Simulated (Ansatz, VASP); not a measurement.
**Nb: VASP beside Ansatz**

```
Nb
1.0
    -1.60944    1.60944    1.60944
     1.60944   -1.60944    1.60944
     1.60944    1.60944   -1.60944
Nb
1
Direct
  0.00000 0.00000 0.00000
```

Alike in both runs: task single point; functional PBE; k mesh 22 × 22 × 22; occupations fermi-dirac, width 0.1 eV; no spin polarisation.

|  | VASP | Ansatz |
| --- | --- | --- |
| version | VASP 6.6.1 | Ansatz 0.2.0 |
| potentials or method | VASP PAW PBE potentials, release 64 (Nb_sv), cutoff 520 eV | plane waves (420 eV) with PAW, scalar-relativistic |
| valence electrons in the cell | 13 | 13 |

Ansatz gave:

* pressure (GPa): 16.8

**Question.** Which values does VASP return?

**Answer.** Pressure (GPa): 16.5.

With one functional, cell and mesh, what is left measures potentials, basis and numerics.
